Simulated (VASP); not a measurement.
# K2Pt (Fmmm) in VASP: a series of runs

Runs on K2Pt. Level: LDA. Tasks: single point.

All numbers are computed with VASP 6.6.1; they aren't measurements. Logs are shortened: lines on timing, memory, paths and dates and some standing lists are left out, and cuts for length are marked.

## Step 1: The cell of the first run

The structure is orthorhombic, space group Fmmm (No. 69). Conventional cell: a = 7.449 Å, b = 7.563 Å, c = 7.676 Å, α = 90.00°, β = 90.00°, γ = 90.00°. Within 4.3 Å of K (site symmetry 222) lie 4 Pt at 3.28 Å and 6 K at 3.72 to 3.84 Å. Within 4.3 Å of Pt (site symmetry mmm) lie 8 K at 3.28 Å.

## Step 2: Single point, LDA (strain +0.0150 x Voigt [1, -1, 0, 0, 0, 0])

Contents of INCAR:

```
SYSTEM = K2Pt
PREC = Accurate
ENCUT = 520
EDIFF = 1E-7
ISMEAR = 0
SIGMA = 0.05
LREAL = .FALSE.
LASPH = .TRUE.
NELM = 80
ALGO = Normal
ISIF = 2
LWAVE = .FALSE.
LCHARG = .FALSE.
GGA = CA
NBANDS = 21
```

Contents of KPOINTS:

```
Automatic mesh
0
G
  6 6 6
  0 0 0
```

Contents of POSCAR:

```
K2Pt
1.0
    0.0000000000      3.7247411929      3.7814631400
    3.8381850871      0.0000000000      3.7814631400
    3.8381850871      3.7247411929      0.0000000000
K Pt
2 1
Direct
    0.7500000000      0.7500000000      0.7500000000
    0.2500000000      0.2500000000      0.2500000000
    0.0000000000      0.0000000000      0.0000000000
```

Potentials or basis: VASP PAW LDA potentials, release 64 (K_sv, Pt).

Command:

```console
$ cat potpaw_LDA.64/K_sv/POTCAR potpaw_LDA.64/Pt/POTCAR > POTCAR
$ mpirun -np 1 vasp_std > vasp.out
```

OUTCAR:

```text
SYSTEM = K2Pt
   PREC = Accurate
   ENCUT = 520
   EDIFF = 1E-7
   ISMEAR = 0
   LREAL = .FALSE.
   LASPH = .TRUE.
   NELM = 80
   ISIF = 2
   GGA = CA

 ion  position               nearest neighbor table
   1  0.750  0.750  0.750-   3 3.28   3 3.28   3 3.28   3 3.28   2 3.72   2 3.72   2 3.78   2 3.78

   2  0.250  0.250  0.250-   3 3.28   3 3.28   3 3.28   3 3.28   1 3.72   1 3.72   1 3.78   1 3.78

   3  0.000  0.000  0.000-   1 3.28   1 3.28   1 3.28   1 3.28   2 3.28   2 3.28   2 3.28   2 3.28

  LATTYP: Found a face centered orthorhombic cell.
 ALAT       =     7.4494823858
 B/A-ratio  =     1.0152284264
 C/A-ratio  =     1.0304568528

  Lattice vectors:

 A1 = (  -3.8381850871,   0.0000000000,  -3.7814631400)
 A2 = (  -3.8381850871,   3.7247411929,   0.0000000000)
 A3 = (   0.0000000000,   3.7247411929,  -3.7814631400)

Analysis of symmetry for initial positions (statically):
=====================================================================
 Subroutine PRICEL returns:
 Original cell was already a primitive cell.

 Routine SETGRP: Setting up the symmetry group for a
 face centered orthorhombic supercell.

 Subroutine GETGRP returns: Found  8 space group operations
 (whereof  8 operations were pure point group operations)
 out of a pool of  8 trial point group operations.

The static configuration has the point symmetry D_2h.

Analysis of symmetry for dynamics (positions and initial velocities):
=====================================================================
 Subroutine PRICEL returns:
 Original cell was already a primitive cell.

 Routine SETGRP: Setting up the symmetry group for a
 face centered orthorhombic supercell.

 Subroutine GETGRP returns: Found  8 space group operations
 (whereof  8 operations were pure point group operations)
 out of a pool of  8 trial point group operations.

The dynamic configuration has the point symmetry D_2h.

 Subroutine INISYM returns: Found  8 space group operations
 (whereof  8 operations are pure point group operations),
 and found     1 'primitive' translations

----------------------------------------------------------------------------------------

                                     Primitive cell

  volume of cell :     108.1215

  direct lattice vectors                    reciprocal lattice vectors
     0.000000000  3.724741193  3.781463140    -0.130269903  0.134237515  0.132223952
     3.838185087  0.000000000  3.781463140     0.130269903 -0.134237515  0.132223952
     3.838185087  3.724741193  0.000000000     0.130269903  0.134237515 -0.132223952

  length of vectors
     5.307839526  5.388054217  5.348398051     0.229070145  0.229070145  0.229070145

  position of ions in fractional coordinates (direct lattice)
     0.750000000  0.750000000  0.750000000
     0.250000000  0.250000000  0.250000000
     0.000000000  0.000000000  0.000000000

  ion indices of the primitive-cell ions
   primitive index   ion index
                 1           1
                 2           2
                 3           3

----------------------------------------------------------------------------------------

 KPOINTS: Automatic mesh

Automatic generation of k-mesh.
 Grid dimensions read from file:
 generate k-points for:    6    6    6

 Generating k-lattice:

  Cartesian coordinates                     Fractional coordinates (reciprocal lattice)
    -0.021711651  0.022372919  0.022037325     0.166666667 -0.000000000  0.000000000
     0.021711651 -0.022372919  0.022037325    -0.000000000  0.166666667  0.000000000
     0.021711651  0.022372919 -0.022037325     0.000000000  0.000000000  0.166666667

  Length of vectors
     0.038178358  0.038178358  0.038178358

  Shift w.r.t. Gamma in fractional coordinates (k-lattice)
     0.000000000  0.000000000  0.000000000

 Subroutine IBZKPT returns following result:
 ===========================================

 Found     46 irreducible k-points:

 Following reciprocal coordinates:
            Coordinates               Weight
  0.000000  0.000000  0.000000      1.000000
  0.166667  0.000000 -0.000000      8.000000
  0.333333 -0.000000 -0.000000      8.000000
  0.500000  0.000000  0.000000      4.000000
  0.166667  0.166667  0.000000      2.000000
  0.333333  0.166667 -0.000000      8.000000
[... 16 lines left out ...]
 -0.166667  0.166667  0.166667      8.000000
  0.500000  0.333333  0.166667      4.000000
 [... further k-points ...]
   k-points           NKPTS =     46   k-points in BZ     NKDIM =     46   number of bands    NBANDS=     21
   number of dos      NEDOS =    301   number of ions     NIONS =      3
   total plane-waves  NPLWV =  64000
   dimension x,y,z NGX =    40 NGY =   40 NGZ =   40
   dimension x,y,z NGXF=    80 NGYF=   80 NGZF=   80
   ions per type =               2   1
   NGX,Y,Z   is equivalent  to a cutoff of  12.53, 12.34, 12.43 a.u.
   NGXF,Y,Z  is equivalent  to a cutoff of  25.06, 24.68, 24.87 a.u.
 SYSTEM =  K2Pt
   PREC   = accura    normal or accurate (medium, high low for compatibility)
   ISTART =      0    job   : 0-new  1-cont  2-samecut
   ICHARG =      2    charge: 1-file 2-atom 10-const
   ISPIN  =      1    spin polarized calculation?
   LNONCOLLINEAR =      F non collinear calculations
   LSORBIT =      F    spin-orbit coupling
   LASPH  =      T    aspherical Exc in radial PAW
   ENCUT  =  520.0 eV  38.22 Ry    6.18 a.u.   9.87 10.02  9.94*2*pi/ulx,y,z
   NELM   =     80;   NELMIN=  2; NELMDL= -5     # of ELM steps
   EDIFF  = 0.1E-06   stopping-criterion for ELM
   LREAL  =      F    real-space projection
   EDIFFG = 0.1E-05   stopping-criterion for IOM
   NSW    =      0    number of steps for IOM
   IBRION =     -1    ionic relax: 0-MD 1-quasi-New 2-CG
   NFREE  =      0    steps in history (QN), initial steepest desc. (CG)
   ISIF   =      2    stress and relaxation
   ISYM   =      2    0-nonsym 1-usesym 2-fastsym
   POTIM  = 0.5000    time-step for ionic-motion
   TEBEG  =    0.0;   TEEND  =   0.0 temperature during run
   PSTRESS=    0.0 pullay stress
   NELECT =      28.0000    total number of electrons
   NUPDOWN=      -1.0000    fix difference up-down
   EMIN   =  10.00;   EMAX   =-10.00  energy-range for DOS
   EFERMI =   0.00;   METHOD = LEGACY
   ISMEAR =     0;   SIGMA  =   0.05  broadening in eV -4-tet -1-fermi 0-gaus
   EFERMI_NEDOS =   21; number of points for ismear=-14 and -15
   IALGO  =     38    algorithm
   IMIX   =      4    mixing-type and parameters
     AMIX     =   0.40;   BMIX     =  1.00
     AMIX_MAG =   1.60;   BMIX_MAG =  1.00
  volume/ion in A,a.u.               =      36.04       243.21
  Fermi-wavevector in a.u.,A,eV,Ry     =   1.043495  1.971919 14.815126  1.088881
  Thomas-Fermi vector in A             =   2.178206
   LORBIT       =      0    0 simple, 1 ext, 2 COOP (PROOUT), +10 PAW based schemes
   GGA     = CA    functional components
   LHFCALC =     F    Hartree Fock is set to
   AEXX    =    0.0000 exact exchange contribution
   IVDW    =     0    specifies the selected vdW correction
   LEPSILON=     F    determine dielectric tensor
   LRPA    =     F    only Hartree local field effects (RPA)
 non-spin polarized calculation
 Gauss-broadening in eV      SIGMA  =   0.05
  energy-cutoff  :      520.00
  volume of cell :      108.12
 maximum number of plane-waves:      2926
   NGX = 19   NGY = 21   NGZ = 19

 number of electron      28.0000004 magnetization

 Free energy of the ion-electron system (eV)
  ---------------------------------------------------
  ext. energy  EPLUGINS =         0.00000000
  ---------------------------------------------------
  free energy    TOTEN  =        -9.45079320 eV

  energy without entropy =       -9.45079320  energy(sigma->0) =       -9.45079320

 E-fermi :   0.3912     XC(G=0):  -8.0270

 val. band max:        0.0727398777   @ k =   0.0000   0.5000   0.5000
 cond. band min:       1.3820347660   @ k =   0.5000   0.0000   0.0000
 fundamental gap:      1.3092948882
 Fermi energy:         0.3912004211

 k-point     1 :       0.0000    0.0000    0.0000
  band No.  band energies     occupation
      1     -29.2692      2.00000
      2     -29.1980      2.00000
      3     -13.1465      2.00000
      4     -13.1136      2.00000
      5     -13.0837      2.00000
      6     -12.8914      2.00000
[... 13 lines left out ...]
     20       5.8852      0.00000
     21       8.9797      0.00000

 k-point     2 :       0.1667    0.0000   -0.0000
  band No.  band energies     occupation
      1     -29.2642      2.00000
      2     -29.2026      2.00000
      3     -13.1300      2.00000
      4     -13.0998      2.00000
      5     -13.0724      2.00000
      6     -12.9104      2.00000
[... 13 lines left out ...]
     20       6.6151      0.00000
     21       7.9565      0.00000

 k-point     3 :       0.3333   -0.0000   -0.0000
  band No.  band energies     occupation
      1     -29.2508      2.00000
      2     -29.2153      2.00000
      3     -13.0860      2.00000
      4     -13.0623      2.00000
      5     -13.0413      2.00000
      6     -12.9654      2.00000
[... 13 lines left out ...]
     20       6.5980      0.00000
     21       7.0128      0.00000

 k-point     4 :       0.5000    0.0000    0.0000
  band No.  band energies     occupation
      1     -29.2331      2.00000
      2     -29.2326      2.00000
      3     -13.0359      2.00000
      4     -13.0204      2.00000
      5     -13.0101      2.00000
      6     -13.0032      2.00000
[... 13 lines left out ...]
     20       6.1403      0.00000
     21       6.7483      0.00000

 k-point     5 :       0.1667    0.1667    0.0000
  band No.  band energies     occupation
      1     -29.2630      2.00000
      2     -29.2037      2.00000
      3     -13.1556      2.00000
      4     -13.0925      2.00000
      5     -13.0434      2.00000
      6     -12.9693      2.00000
[... 13 lines left out ...]
     20       7.0114      0.00000
     21       7.6625      0.00000

 k-point     6 :       0.3333    0.1667   -0.0000
  band No.  band energies     occupation
      1     -29.2535      2.00000
      2     -29.2125      2.00000
      3     -13.1466      2.00000
      4     -13.0884      2.00000
      5     -13.0481      2.00000
      6     -12.9766      2.00000
[... 13 lines left out ...]
     20       6.9738      0.00000
     21       7.2872      0.00000

 k-point     7 :       0.5000    0.1667   -0.0000
  band No.  band energies     occupation
      1     -29.2388      2.00000
      2     -29.2268      2.00000
      3     -13.1134      2.00000
      4     -13.1034      2.00000
      5     -13.0607      2.00000
      6     -12.9362      2.00000
[... 13 lines left out ...]
     20       6.8133      0.00000
     21       6.8816      0.00000
[... 291 lines left out ...]
      1     -29.2558      2.00000
      2     -29.2105      2.00000
      3     -13.1050      2.00000
      4     -13.0762      2.00000
      5     -13.0535      2.00000
      6     -12.9687      2.00000
[... 13 lines left out ...]
     20       7.2449      0.00000
     21       7.6778      0.00000

 k-point    21 :       0.5000    0.1667    0.1667
  band No.  band energies     occupation
      1     -29.2414      2.00000
      2     -29.2243      2.00000
      3     -13.1135      2.00000
      4     -13.0440      2.00000
      5     -13.0180      2.00000
      6     -13.0063      2.00000
[... 13 lines left out ...]
     20       6.7429      0.00000
     21       6.9188      0.00000

 k-point    22 :      -0.3333    0.1667    0.1667
  band No.  band energies     occupation
      1     -29.2406      2.00000
      2     -29.2250      2.00000
      3     -13.1069      2.00000
      4     -13.0906      2.00000
      5     -13.0774      2.00000
      6     -12.9393      2.00000
[... 13 lines left out ...]
     20       6.8662      0.00000
     21       6.9414      0.00000

 k-point    23 :      -0.1667    0.1667    0.1667
  band No.  band energies     occupation
      1     -29.2551      2.00000
      2     -29.2109      2.00000
      3     -13.1442      2.00000
      4     -13.1136      2.00000
      5     -13.0392      2.00000
      6     -12.9633      2.00000
[... 13 lines left out ...]
     20       7.0107      0.00000
     21       7.3740      0.00000

 k-point    24 :       0.5000    0.3333    0.1667
  band No.  band energies     occupation
      1     -29.2436      2.00000
      2     -29.2219      2.00000
      3     -13.1302      2.00000
      4     -13.1176      2.00000
      5     -13.0937      2.00000
      6     -12.9409      2.00000
[... 13 lines left out ...]
     20       6.6170      0.00000
     21       6.9664      0.00000

 [... further k-points ...]
[... 5 lines left out ...]
  --------------------------------------------------------------------------------------
  -------------------------------------------------------------------------------------
  Total       -1.4375283     -1.0013468     -1.2151972      0.0000000      0.0000000      0.0000000
  in kB      -21.3017417    -14.8382679    -18.0071695      0.0000000      0.0000000      0.0000000
  external PRESSURE =     -18.0490597 kB  Pullay stress =       0.0000000 kB

 VOLUME and BASIS-vectors are now :
 -----------------------------------------------------------------------------
  energy-cutoff  :      520.00
  volume of cell :      108.12
      direct lattice vectors                 reciprocal lattice vectors
     0.000000000  3.724741193  3.781463140    -0.130269903  0.134237515  0.132223952
     3.838185087  0.000000000  3.781463140     0.130269903 -0.134237515  0.132223952
     3.838185087  3.724741193  0.000000000     0.130269903  0.134237515 -0.132223952

 POSITION                                       TOTAL-FORCE (eV/Angst)
 -----------------------------------------------------------------------------------
      5.75728      5.58711      5.67219        -0.000000     -0.000000     -0.000000
      1.91909      1.86237      1.89073         0.000000     -0.000000      0.000000
      0.00000      0.00000      0.00000        -0.000000      0.000000      0.000000
 -----------------------------------------------------------------------------------
    total drift:                               -0.000000     -0.000000      0.000000

  FREE ENERGIE OF THE ION-ELECTRON SYSTEM (eV)
  ---------------------------------------------------
  free  energy   TOTEN  =        -9.4507932000 eV

  energy  without entropy=       -9.4507932000  energy(sigma->0) =       -9.45079320
```

Wall time 2.3 min (1 thread of AMD EPYC 7R13, shared host); peak memory 0.23 GiB.

Results:

* Free energy: -9.4508 eV
* Pressure: -1.8 GPa
* Band gap on the k mesh: 1.31 eV (least direct gap 1.38 eV)

Stress tensor (GPa, compression positive):
```
-2.13  0.00  0.00
 0.00 -1.48  0.00
 0.00  0.00 -1.80
```

Caveat: the cell differs from its parent crystal (strain +0.0150 x Voigt [1, -1, 0, 0, 0, 0]); spin-orbit coupling is left out, which moves the levels of the heavy elements.

(Continued in part 2 of 2.)
